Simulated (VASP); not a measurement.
# Be2ZnSe3 (P3m1) in VASP: further runs

Runs on Be2ZnSe3. Level: PBE. Tasks: single point.

Program: VASP 6.6.1. These are calculated values, not measurements. Logs are shortened: lines on timing, memory, paths and dates and some standing lists are left out, and cuts for length are marked.

### 1 The cell of the first run

It takes space group P3m1 (No. 156, trigonal). The conventional cell has a = 3.869 Å, b = 3.869 Å, c = 9.501 Å, α = 90.00°, β = 90.00°, γ = 120.00°. Within 3.0 Å of Be (site symmetry 3m) lie 4 Se at 2.26 to 2.35 Å. Within 3.0 Å of Be (site symmetry 3m) lie 4 Se at 2.28 to 2.35 Å. Zn (site symmetry 3m) has 4 Se at 2.44 to 2.51 Å within 3.2 Å. Se (site symmetry 3m) has 1 Be at 2.26 Å and 3 Zn at 2.44 Å within 3.0 Å. Se (site symmetry 3m) has 3 Be at 2.35 Å and 1 Zn at 2.51 Å within 3.1 Å. Within 3.0 Å of Se (site symmetry 3m) lie 4 Be at 2.28 to 2.35 Å.

### 2 Single point, PBE (volume scaled by 1.06, then relaxed in part)

Contents of INCAR:

```
SYSTEM = Be2ZnSe3
PREC = Accurate
ENCUT = 520
EDIFF = 1E-6
ISMEAR = 0
SIGMA = 0.02
LREAL = .FALSE.
LASPH = .TRUE.
NELM = 80
ALGO = Normal
ISIF = 2
LWAVE = .FALSE.
LCHARG = .FALSE.
GGA = PE
NBANDS = 26
```

Contents of KPOINTS:

```
regular mesh
0
G
  12 12 4
  0 0 0
```

Contents of POSCAR:

```
Be2ZnSe3
1.0
    3.8689140986      0.0000000295      0.0000000000
   -1.9344570748      3.3505778797      0.0000000000
    0.0000000000      0.0000000000      9.5011400851
Be Zn Se
2 1 3
Direct
    0.0000000000      0.0000000000      0.0076022437
    0.6666666667      0.3333333333      0.3239262052
    0.3333333333      0.6666666667      0.6646073375
    0.0000000000      0.0000000000      0.7692175293
    0.3333333333      0.6666666667      0.4003912195
    0.6666666667      0.3333333333      0.0842554649
```

Potentials or basis: VASP PAW PBE potentials, release 64 (Be, Zn, Se).

The run is started by

```bash
$ cat potpaw_PBE.64/Be/POTCAR potpaw_PBE.64/Zn/POTCAR potpaw_PBE.64/Se/POTCAR > POTCAR
$ mpirun -np 1 vasp_std > vasp.out
```

OUTCAR:

```text
SYSTEM = Be2ZnSe3
   PREC = Accurate
   ENCUT = 520
   EDIFF = 1E-6
   ISMEAR = 0
   LREAL = .FALSE.
   LASPH = .TRUE.
   NELM = 80
   ISIF = 2
   GGA = PE

 ion  position               nearest neighbor table
   1  0.000  0.000  0.008-   4 2.26   6 2.35   6 2.35   6 2.35
   2  0.667  0.333  0.324-   6 2.28   5 2.35   5 2.35   5 2.35
   3  0.333  0.667  0.665-   4 2.44   4 2.44   4 2.44   5 2.51
   4  0.000  0.000  0.769-   1 2.26   3 2.44   3 2.44   3 2.44
   5  0.333  0.667  0.400-   2 2.35   2 2.35   2 2.35   3 2.51
   6  0.667  0.333  0.084-   2 2.28   1 2.35   1 2.35   1 2.35

  LATTYP: Found a hexagonal cell.
 ALAT       =     3.8689140986
 C/A-ratio  =     2.4557640317

  Lattice vectors:

 A1 = (   3.8689140986,   0.0000000295,   0.0000000000)
 A2 = (  -1.9344570748,   3.3505778797,   0.0000000000)
 A3 = (   0.0000000000,   0.0000000000,   9.5011400851)

Analysis of symmetry for initial positions (statically):
=====================================================================
 Subroutine PRICEL returns:
 Original cell was already a primitive cell.

 Routine SETGRP: Setting up the symmetry group for a
 hexagonal supercell.

 Subroutine GETGRP returns: Found  6 space group operations
 (whereof  6 operations were pure point group operations)
 out of a pool of 24 trial point group operations.

The static configuration has the point symmetry C_3v.

Analysis of symmetry for dynamics (positions and initial velocities):
=====================================================================
 Subroutine PRICEL returns:
 Original cell was already a primitive cell.

 Routine SETGRP: Setting up the symmetry group for a
 hexagonal supercell.

 Subroutine GETGRP returns: Found  6 space group operations
 (whereof  6 operations were pure point group operations)
 out of a pool of 24 trial point group operations.

The dynamic configuration has the point symmetry C_3v.

 Subroutine INISYM returns: Found  6 space group operations
 (whereof  6 operations are pure point group operations),
 and found     1 'primitive' translations

----------------------------------------------------------------------------------------

                                     Primitive cell

  volume of cell :     123.1642

  direct lattice vectors                    reciprocal lattice vectors
     3.868914099  0.000000029  0.000000000     0.258470457  0.149227991  0.000000000
    -1.934457075  3.350577880  0.000000000    -0.000000002  0.298455977  0.000000000
     0.000000000  0.000000000  9.501140085     0.000000000  0.000000000  0.105250527

  length of vectors
     3.868914099  3.868914099  9.501140085     0.298455977  0.298455977  0.105250527

  position of ions in fractional coordinates (direct lattice)
     0.000000000  0.000000000  0.007602244
     0.666666667  0.333333333  0.323926205
     0.333333333  0.666666667  0.664607338
     0.000000000  0.000000000  0.769217529
     0.333333333  0.666666667  0.400391220
     0.666666667  0.333333333  0.084255465

  ion indices of the primitive-cell ions
   primitive index   ion index
                 1           1
                 2           2
                 3           3
                 4           4
                 5           5
                 6           6

----------------------------------------------------------------------------------------

 KPOINTS: regular mesh

Automatic generation of k-mesh.
 Grid dimensions read from file:
 generate k-points for:   12   12    4

 Generating k-lattice:

  Cartesian coordinates                     Fractional coordinates (reciprocal lattice)
     0.021539205  0.012435666  0.000000000     0.083333333 -0.000000000  0.000000000
    -0.000000000  0.024871331  0.000000000     0.000000000  0.083333333  0.000000000
     0.000000000  0.000000000  0.026312632     0.000000000  0.000000000  0.250000000

  Length of vectors
     0.024871331  0.024871331  0.026312632

  Shift w.r.t. Gamma in fractional coordinates (k-lattice)
     0.000000000  0.000000000  0.000000000

 Subroutine IBZKPT returns following result:
 ===========================================

 Found     69 irreducible k-points:

 Following reciprocal coordinates:
            Coordinates               Weight
  0.000000  0.000000  0.000000      1.000000
  0.083333  0.000000  0.000000      6.000000
  0.166667 -0.000000  0.000000      6.000000
  0.250000 -0.000000  0.000000      6.000000
  0.333333 -0.000000  0.000000      6.000000
  0.416667 -0.000000  0.000000      6.000000
[... 16 lines left out ...]
  0.166667 -0.000000  0.250000      6.000000
  0.000000  0.166667  0.250000      6.000000
 [... further k-points ...]
   k-points           NKPTS =     69   k-points in BZ     NKDIM =     69   number of bands    NBANDS=     26
   number of dos      NEDOS =    301   number of ions     NIONS =      6
   total plane-waves  NPLWV =  64800
   dimension x,y,z NGX =    30 NGY =   30 NGZ =   72
   dimension x,y,z NGXF=    60 NGYF=   60 NGZF=  144
   ions per type =               2   1   3
   NGX,Y,Z   is equivalent  to a cutoff of  12.89, 12.89, 12.60 a.u.
   NGXF,Y,Z  is equivalent  to a cutoff of  25.78, 25.78, 25.20 a.u.
 SYSTEM =  Be2ZnSe3
   PREC   = accura    normal or accurate (medium, high low for compatibility)
   ISTART =      0    job   : 0-new  1-cont  2-samecut
   ICHARG =      2    charge: 1-file 2-atom 10-const
   ISPIN  =      1    spin polarized calculation?
   LNONCOLLINEAR =      F non collinear calculations
   LSORBIT =      F    spin-orbit coupling
   LASPH  =      T    aspherical Exc in radial PAW
   ENCUT  =  520.0 eV  38.22 Ry    6.18 a.u.   7.19  7.19 17.67*2*pi/ulx,y,z
   NELM   =     80;   NELMIN=  2; NELMDL= -5     # of ELM steps
   EDIFF  = 0.1E-05   stopping-criterion for ELM
   LREAL  =      F    real-space projection
   EDIFFG = 0.1E-04   stopping-criterion for IOM
   NSW    =      0    number of steps for IOM
   IBRION =     -1    ionic relax: 0-MD 1-quasi-New 2-CG
   NFREE  =      0    steps in history (QN), initial steepest desc. (CG)
   ISIF   =      2    stress and relaxation
   ISYM   =      2    0-nonsym 1-usesym 2-fastsym
   POTIM  = 0.5000    time-step for ionic-motion
   TEBEG  =    0.0;   TEEND  =   0.0 temperature during run
   PSTRESS=    0.0 pullay stress
   NELECT =      34.0000    total number of electrons
   NUPDOWN=      -1.0000    fix difference up-down
   EMIN   =  10.00;   EMAX   =-10.00  energy-range for DOS
   EFERMI =   0.00;   METHOD = LEGACY
   ISMEAR =     0;   SIGMA  =   0.02  broadening in eV -4-tet -1-fermi 0-gaus
   EFERMI_NEDOS =   21; number of points for ismear=-14 and -15
   IALGO  =     38    algorithm
   IMIX   =      4    mixing-type and parameters
     AMIX     =   0.40;   BMIX     =  1.00
     AMIX_MAG =   1.60;   BMIX_MAG =  1.00
  volume/ion in A,a.u.               =      20.53       138.53
  Fermi-wavevector in a.u.,A,eV,Ry     =   1.065957  2.014366 15.459811  1.136264
  Thomas-Fermi vector in A             =   2.201525
   LORBIT       =      0    0 simple, 1 ext, 2 COOP (PROOUT), +10 PAW based schemes
   GGA     = PE    functional components
   LHFCALC =     F    Hartree Fock is set to
   AEXX    =    0.0000 exact exchange contribution
   IVDW    =     0    specifies the selected vdW correction
   LEPSILON=     F    determine dielectric tensor
   LRPA    =     F    only Hartree local field effects (RPA)
 non-spin polarized calculation
 Gauss-broadening in eV      SIGMA  =   0.02
  energy-cutoff  :      520.00
  volume of cell :      123.16
 maximum number of plane-waves:      3375
 NGX is ok and might be reduce to    30
   NGX = 15   NGY = 15   NGZ = 35

 number of electron      34.0000000 magnetization

 Free energy of the ion-electron system (eV)
  ---------------------------------------------------
  ext. energy  EPLUGINS =         0.00000000
  ---------------------------------------------------
  free energy    TOTEN  =       -23.42134545 eV

  energy without entropy =      -23.42134545  energy(sigma->0) =      -23.42134545

 E-fermi :   2.3570     XC(G=0):  -9.0643

 val. band max:        2.2335921446   @ k =   0.0000   0.0000   0.0000
 cond. band min:       4.5123628737   @ k =   0.0000   0.0000   0.0000
 fundamental gap:      2.2787707291
 Fermi energy:         2.3569883645

 k-point     1 :       0.0000    0.0000    0.0000
  band No.  band energies     occupation
      1     -11.1312      2.00000
      2     -10.5276      2.00000
      3     -10.3291      2.00000
      4      -4.2191      2.00000
      5      -4.2191      2.00000
      6      -4.1991      2.00000
[... 18 lines left out ...]
     25       7.5855      0.00000
     26       9.0153      0.00000

 k-point     2 :       0.0833    0.0000    0.0000
  band No.  band energies     occupation
      1     -11.0847      2.00000
      2     -10.4923      2.00000
      3     -10.2975      2.00000
      4      -4.2195      2.00000
      5      -4.2110      2.00000
      6      -4.1864      2.00000
[... 18 lines left out ...]
     25       7.7936      0.00000
     26       8.7793      0.00000

 k-point     3 :       0.1667   -0.0000    0.0000
  band No.  band energies     occupation
      1     -10.9508      2.00000
      2     -10.3936      2.00000
      3     -10.2104      2.00000
      4      -4.2170      2.00000
      5      -4.1896      2.00000
      6      -4.1516      2.00000
[... 18 lines left out ...]
     25       8.3336      0.00000
     26       8.4687      0.00000

 k-point     4 :       0.2500   -0.0000    0.0000
  band No.  band energies     occupation
      1     -10.7471      2.00000
      2     -10.2544      2.00000
      3     -10.0898      2.00000
      4      -4.2048      2.00000
      5      -4.1629      2.00000
      6      -4.1007      2.00000
[... 18 lines left out ...]
     25       8.8407      0.00000
     26       8.9437      0.00000
[... 496 lines left out ...]
      1     -11.0370      2.00000
      2     -10.6547      2.00000
      3     -10.1760      2.00000
      4      -4.2182      2.00000
      5      -4.2110      2.00000
      6      -4.1608      2.00000
[... 18 lines left out ...]
     25       7.7180      0.00000
     26       8.6258      0.00000

 k-point    23 :       0.1667   -0.0000    0.2500
  band No.  band energies     occupation
      1     -10.9073      2.00000
      2     -10.5405      2.00000
      3     -10.1019      2.00000
      4      -4.2146      2.00000
      5      -4.1897      2.00000
      6      -4.1302      2.00000
[... 18 lines left out ...]
     25       8.1908      0.00000
     26       8.4521      0.00000

 k-point    24 :       0.0000    0.1667    0.2500
  band No.  band energies     occupation
      1     -10.9044      2.00000
      2     -10.5477      2.00000
      3     -10.0972      2.00000
      4      -4.2137      2.00000
      5      -4.1896      2.00000
      6      -4.1324      2.00000
[... 18 lines left out ...]
     25       8.2869      0.00000
     26       8.4986      0.00000

 [... further k-points ...]
[... 5 lines left out ...]
  --------------------------------------------------------------------------------------
  -------------------------------------------------------------------------------------
  Total       -2.5764039     -2.5764039     -2.5452425     -0.0000000     -0.0000000      0.0000000
  in kB      -33.5150602    -33.5150602    -33.1096975     -0.0000000     -0.0000000      0.0000000
  external PRESSURE =     -33.3799393 kB  Pullay stress =       0.0000000 kB

 VOLUME and BASIS-vectors are now :
 -----------------------------------------------------------------------------
  energy-cutoff  :      520.00
  volume of cell :      123.16
      direct lattice vectors                 reciprocal lattice vectors
     3.868914099  0.000000029  0.000000000     0.258470457  0.149227991  0.000000000
    -1.934457075  3.350577880  0.000000000    -0.000000002  0.298455977  0.000000000
     0.000000000  0.000000000  9.501140085     0.000000000  0.000000000  0.105250527

 POSITION                                       TOTAL-FORCE (eV/Angst)
 -----------------------------------------------------------------------------------
      0.00000      0.00000      0.07223        -0.000000      0.000000      0.002195
      1.93446      1.11686      3.07767        -0.000000      0.000000      0.002329
     -0.00000      2.23372      6.31453         0.000000     -0.000000     -0.004508
      0.00000      0.00000      7.30844         0.000000     -0.000000      0.012784
     -0.00000      2.23372      3.80417         0.000000      0.000000     -0.010077
      1.93446      1.11686      0.80052        -0.000000     -0.000000     -0.002722
 -----------------------------------------------------------------------------------
    total drift:                                0.000000     -0.000000      0.001466

  FREE ENERGIE OF THE ION-ELECTRON SYSTEM (eV)
  ---------------------------------------------------
  free  energy   TOTEN  =       -23.4213454464 eV

  energy  without entropy=      -23.4213454464  energy(sigma->0) =      -23.42134545
```

Run time: 2.5 min. Hardware: 1 thread of Intel Xeon 6975P-C (Granite Rapids), shared host; peak memory 0.37 GiB.

What came out:

```
Free energy            : -23.4213 eV
Pressure               : -3.3 GPa
Largest force          : 0.013 eV/Å
Band gap on the k mesh : 2.28 eV, direct
```

Forces in eV/Å, atoms in the order of the input:
```
Be   0.000  0.000  0.002
Be   0.000  0.000  0.002
Zn   0.000  0.000 -0.005
Se   0.000  0.000  0.013
Se   0.000  0.000 -0.010
Se   0.000  0.000 -0.003
```

Levels at points of the mesh, in eV from the valence-band top:
```
           k point  band 14  band 15  band 16  band 17  band 18  band 19  band 20  band 21
(0.00, 0.00, 0.00)    -0.90    -0.35     0.00     0.00     2.28     3.26     3.35     4.73
(0.50, 0.00, 0.00)    -2.31    -2.08    -1.72    -1.15     2.54     3.53     3.92     4.10
(0.00, 0.00, 0.50)    -0.78    -0.78    -0.09    -0.09     3.15     3.26     3.36     4.92
(0.50, 0.00, 0.50)    -2.47    -2.01    -1.18    -0.94     2.96     3.06     3.57     4.61
```

### 3 Single point, PBE (volume scaled by 1.10, then relaxed in part)

Contents of INCAR:

```
SYSTEM = Be2ZnSe3
PREC = Accurate
ENCUT = 520
EDIFF = 1E-6
ISMEAR = 0
SIGMA = 0.02
LREAL = .False.
LASPH = .True.
NELM = 80
ALGO = Normal
ISIF = 2
LWAVE = .False.
LCHARG = .False.
GGA = PE
NBANDS = 26
```

Contents of KPOINTS:

```
regular mesh
0
Gamma
  12 12 4
  0 0 0
```

Contents of POSCAR:

```
Be2ZnSe3
1.0
    3.9193839882      0.0000000299      0.0000000000
   -1.9596920200      3.3942860860      0.0000000000
    0.0000000000      0.0000000000      9.6073826298
Be Zn Se
2 1 3
Direct
    0.0000000000      0.0000000000      0.0070863219
    0.6666666667      0.3333333333      0.3236495684
    0.3333333333      0.6666666667      0.6655548162
    0.0000000000      0.0000000000      0.7688042345
    0.3333333333      0.6666666667      0.4006755613
    0.6666666667      0.3333333333      0.0842294980
```

Potentials or basis: VASP PAW PBE potentials, release 64 (Be, Zn, Se).

The run is started by

```bash
$ cat potpaw_PBE.64/Be/POTCAR potpaw_PBE.64/Zn/POTCAR potpaw_PBE.64/Se/POTCAR > POTCAR
$ mpirun -np 1 vasp_std > vasp.out
```

OUTCAR:

```text
SYSTEM = Be2ZnSe3
   PREC = Accurate
   ENCUT = 520
   EDIFF = 1E-6
   ISMEAR = 0
   LREAL = .False.
   LASPH = .True.
   NELM = 80
   ISIF = 2
   GGA = PE

 ion  position               nearest neighbor table
   1  0.000  0.000  0.007-   4 2.29   6 2.38   6 2.38   6 2.38
   2  0.667  0.333  0.324-   6 2.30   5 2.38   5 2.38   5 2.38
   3  0.333  0.667  0.666-   4 2.47   4 2.47   4 2.47   5 2.54
   4  0.000  0.000  0.769-   1 2.29   3 2.47   3 2.47   3 2.47
   5  0.333  0.667  0.401-   2 2.38   2 2.38   2 2.38   3 2.54
   6  0.667  0.333  0.084-   2 2.30   1 2.38   1 2.38   1 2.38

[... 903 lines left out ...]
  -------------------------------------------------------------------------------------
  Total       -4.1247408     -4.1247408     -4.0932167      0.0000000     -0.0000000      0.0000000
  in kB      -51.7053993    -51.7053993    -51.3102317      0.0000000     -0.0000000      0.0000000
  external PRESSURE =     -51.5736768 kB  Pullay stress =       0.0000000 kB

 VOLUME and BASIS-vectors are now :
 -----------------------------------------------------------------------------
  energy-cutoff  :      520.00
  volume of cell :      127.81
      direct lattice vectors                 reciprocal lattice vectors
     3.919383988  0.000000030  0.000000000     0.255142134  0.147306382  0.000000000
    -1.959692020  3.394286086  0.000000000    -0.000000002  0.294612761  0.000000000
     0.000000000  0.000000000  9.607382630     0.000000000  0.000000000  0.104086622

 POSITION                                       TOTAL-FORCE (eV/Angst)
 -----------------------------------------------------------------------------------
      0.00000      0.00000      0.06808        -0.000000     -0.000000      0.000977
      1.95969      1.13143      3.10943        -0.000000     -0.000000      0.001002
     -0.00000      2.26286      6.39424         0.000000      0.000000     -0.005474
      0.00000      0.00000      7.38620        -0.000000      0.000000      0.012766
     -0.00000      2.26286      3.84944        -0.000000      0.000000     -0.007456
      1.95969      1.13143      0.80923         0.000000     -0.000000     -0.001814
 -----------------------------------------------------------------------------------
    total drift:                               -0.000000      0.000001      0.001636

  FREE ENERGIE OF THE ION-ELECTRON SYSTEM (eV)
  ---------------------------------------------------
  free  energy   TOTEN  =       -23.2971470677 eV

  energy  without entropy=      -23.2971470677  energy(sigma->0) =      -23.29714707
```

stdout:

```text
POSCAR found type information on POSCAR BeZnSe
 POSCAR found :  3 types and       6 ions
 scaLAPACK will be used
 LDA part: xc-table for (Slater+PW92), standard interpolation
 POSCAR, INCAR and KPOINTS ok, starting setup
 FFT: planning ... GRIDC
 FFT: planning ... GRID_SOFT
 FFT: planning ... GRID
 WAVECAR not read
 entering main loop
```

Run time: 2 min. Hardware: 1 thread of Intel Xeon 6975P-C (Granite Rapids), shared host; peak memory 0.38 GiB.

Results:

| Quantity | Value |
| --- | --- |
| Free energy | -23.2971 eV |
| Pressure | -5.2 GPa |
| Largest force | 0.013 eV/Å |
| Band gap on the k mesh | 2.12 eV, direct |

Forces on the atoms (eV/Å):
```
Be   0.000  0.000  0.001
Be   0.000  0.000  0.001
Zn   0.000  0.000 -0.005
Se   0.000  0.000  0.013
Se   0.000  0.000 -0.007
Se   0.000  0.000 -0.002
```
